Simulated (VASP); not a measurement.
# Na (I4/mmm) in VASP: single point with PBEsol

Aim: the single point of Na with PBEsol.

Everything below comes from runs of VASP 6.6.1. Logs are shortened: lines on timing, memory, paths and dates and some standing lists are left out, and cuts for length are marked.

**1. The cell of the first run**

The structure is tetragonal, space group I4/mmm (No. 139). The conventional cell has a = 4.293 Å, b = 4.293 Å, c = 4.121 Å, α = 90.00°, β = 90.00°, γ = 90.00°. Within 4.8 Å of Na (site symmetry 4/mmm) lie 14 Na at 3.67 to 4.29 Å.

**2. Single point, PBEsol**

File INCAR:

```
PREC = Accurate
ENCUT = 520
EDIFF = 1E-6
ISMEAR = 0
SIGMA = 0.15
LREAL = False
LASPH = True
NELM = 60
ALGO = Fast
ISIF = 2
LWAVE = False
LCHARG = False
GGA = PS
NBANDS = 10
```

File KPOINTS:

```
Automatic mesh
0
Gamma
  18 18 18
```

File POSCAR:

```
Na
1.0
   -2.1465104543      2.1465104543      2.0606500361
    2.1465104543     -2.1465104543      2.0606500361
    2.1465104543      2.1465104543     -2.0606500361
Na
1
Direct
    0.0000000000      0.0000000000      0.0000000000
```

Potentials or basis: VASP PAW PBE potentials, release 64 (Na_pv).

Launch:

```console
$ cat potpaw_PBE.64/Na_pv/POTCAR > POTCAR
$ mpirun -np 1 vasp_std > vasp.out
```

OUTCAR:

```text
PREC = Accurate
   ENCUT = 520
   EDIFF = 1E-6
   ISMEAR = 0
   LREAL = False
   LASPH = True
   NELM = 60
   ISIF = 2
   GGA = PS

 ion  position               nearest neighbor table
   1  0.000  0.000  0.000-

  LATTYP: Found a body centered tetragonal cell.
 ALAT       =     4.2930209086
 C/A-ratio  =     0.9600000000

  Lattice vectors:

 A1 = (  -2.1465104543,   2.1465104543,   2.0606500361)
 A2 = (   2.1465104543,  -2.1465104543,   2.0606500361)
 A3 = (   2.1465104543,   2.1465104543,  -2.0606500361)

Analysis of symmetry for initial positions (statically):
=====================================================================
 Subroutine PRICEL returns:
 Original cell was already a primitive cell.

 Routine SETGRP: Setting up the symmetry group for a
 body centered tetragonal supercell.

 Subroutine GETGRP returns: Found 16 space group operations
 (whereof 16 operations were pure point group operations)
 out of a pool of 16 trial point group operations.

The static configuration has the point symmetry D_4h.

Analysis of symmetry for dynamics (positions and initial velocities):
=====================================================================
 Subroutine PRICEL returns:
 Original cell was already a primitive cell.

 Routine SETGRP: Setting up the symmetry group for a
 body centered tetragonal supercell.

 Subroutine GETGRP returns: Found 16 space group operations
 (whereof 16 operations were pure point group operations)
 out of a pool of 16 trial point group operations.

The dynamic configuration has the point symmetry D_4h.

 Subroutine INISYM returns: Found 16 space group operations
 (whereof 16 operations are pure point group operations),
 and found     1 'primitive' translations

----------------------------------------------------------------------------------------

                                     Primitive cell

  volume of cell :      37.9778

  direct lattice vectors                    reciprocal lattice vectors
    -2.146510454  2.146510454  2.060650036     0.000000000  0.232936205  0.242641881
     2.146510454 -2.146510454  2.060650036     0.232936205  0.000000000  0.242641881
     2.146510454  2.146510454 -2.060650036     0.232936205  0.232936205  0.000000000

  length of vectors
     3.668963455  3.668963455  3.668963455     0.336354512  0.336354512  0.329421541

  position of ions in fractional coordinates (direct lattice)
     0.000000000  0.000000000  0.000000000
[... 75 lines left out ...]
   NELM   =     60;   NELMIN=  2; NELMDL= -5     # of ELM steps
   EDIFF  = 0.1E-05   stopping-criterion for ELM
   LREAL  =      F    real-space projection
   EDIFFG = 0.1E-04   stopping-criterion for IOM
   NSW    =      0    number of steps for IOM
   IBRION =     -1    ionic relax: 0-MD 1-quasi-New 2-CG
   NFREE  =      0    steps in history (QN), initial steepest desc. (CG)
   ISIF   =      2    stress and relaxation
   ISYM   =      2    0-nonsym 1-usesym 2-fastsym
   POTIM  = 0.5000    time-step for ionic-motion
   TEBEG  =    0.0;   TEEND  =   0.0 temperature during run
   PSTRESS=    0.0 pullay stress
   NELECT =       7.0000    total number of electrons
   NUPDOWN=      -1.0000    fix difference up-down
   EMIN   =  10.00;   EMAX   =-10.00  energy-range for DOS
   EFERMI =   0.00;   METHOD = LEGACY
   ISMEAR =     0;   SIGMA  =   0.15  broadening in eV -4-tet -1-fermi 0-gaus
   EFERMI_NEDOS =   21; number of points for ismear=-14 and -15
   IALGO  =     68    algorithm
   IMIX   =      4    mixing-type and parameters
     AMIX     =   0.40;   BMIX     =  1.00
     AMIX_MAG =   1.60;   BMIX_MAG =  1.00
  volume/ion in A,a.u.               =      37.98       256.29
  Fermi-wavevector in a.u.,A,eV,Ry     =   0.931674  1.760609 11.810087  0.868017
  Thomas-Fermi vector in A             =   2.058192
   LORBIT       =      0    0 simple, 1 ext, 2 COOP (PROOUT), +10 PAW based schemes
   GGA     = PS    functional components
   LHFCALC =     F    Hartree Fock is set to
   AEXX    =    0.0000 exact exchange contribution
   IVDW    =     0    specifies the selected vdW correction
   LEPSILON=     F    determine dielectric tensor
   LRPA    =     F    only Hartree local field effects (RPA)
 non-spin polarized calculation
 RMM-DIIS sequential band-by-band and
 Gauss-broadening in eV      SIGMA  =   0.15
  energy-cutoff  :      520.00
  volume of cell :       37.98
 maximum number of plane-waves:      1044
   NGX = 13   NGY = 13   NGZ = 13

 number of electron       7.0000007 magnetization

 Free energy of the ion-electron system (eV)
  ---------------------------------------------------
  ext. energy  EPLUGINS =         0.00000000
  ---------------------------------------------------
  free energy    TOTEN  =        -1.40040294 eV

  energy without entropy =       -1.39536460  energy(sigma->0) =       -1.39788377

 E-fermi :   0.2386     XC(G=0):  -6.4377

 val. band max:        0.2365508821   @ k =  -0.4444   0.4444   0.0000
 cond. band min:       0.2441547278   @ k =  -0.1667   0.4444   0.1111
 fundamental gap:      0.0076038457
 Fermi energy:         0.2386118366

 k-point     1 :       0.0000    0.0000    0.0000
  band No.  band energies     occupation
      1     -24.5678      2.00000
      2     -24.5676      2.00000
      3     -24.5676      2.00000
      4      -2.9886      2.00000
      5      11.4130      0.00000
      6      12.0346      0.00000
      7      12.0346      0.00000
      8      12.5063      0.00000
      9      13.0175      0.00000
     10      13.0330      0.00000
[... 287 lines left out ...]
 k-point    24 :      -0.2222    0.0556   -0.0000
  band No.  band energies     occupation
      1     -24.5791      2.00000
      2     -24.5713      2.00000
      3     -24.5681      2.00000
      4      -2.2962      2.00000
      5       7.6656      0.00000
      6       8.9192      0.00000
      7      10.3251      0.00000
      8      10.8614      0.00000
      9      12.2966      0.00000
     10      13.6966      0.00000

 [... further k-points ...]
[... 5 lines left out ...]
  --------------------------------------------------------------------------------------
  -------------------------------------------------------------------------------------
  Total       -0.0774870     -0.0774870     -0.0643327      0.0000000      0.0000000      0.0000000
  in kB       -3.2689577     -3.2689577     -2.7140136      0.0000000      0.0000000      0.0000000
  external PRESSURE =      -3.0839764 kB  Pullay stress =       0.0000000 kB

 VOLUME and BASIS-vectors are now :
 -----------------------------------------------------------------------------
  energy-cutoff  :      520.00
  volume of cell :       37.98
      direct lattice vectors                 reciprocal lattice vectors
    -2.146510454  2.146510454  2.060650036     0.000000000  0.232936205  0.242641881
     2.146510454 -2.146510454  2.060650036     0.232936205  0.000000000  0.242641881
     2.146510454  2.146510454 -2.060650036     0.232936205  0.232936205  0.000000000

 POSITION                                       TOTAL-FORCE (eV/Angst)
 -----------------------------------------------------------------------------------
      0.00000      0.00000      0.00000        -0.000000      0.000000      0.000000
 -----------------------------------------------------------------------------------
    total drift:                               -0.000000     -0.000000     -0.000000

  FREE ENERGIE OF THE ION-ELECTRON SYSTEM (eV)
  ---------------------------------------------------
  free  energy   TOTEN  =        -1.4004029445 eV

  energy  without entropy=       -1.3953646020  energy(sigma->0) =       -1.39788377
```

Wall time 60 s (1 thread of Intel Xeon 6975P-C (Granite Rapids), shared host); peak memory 0.26 GiB.

What came out:

```yaml
Free_energy: -1.4004 eV
Pressure: -0.3 GPa
```

Caveat: the PAW data sets were made with another functional, which shifts forces and pressure a little.
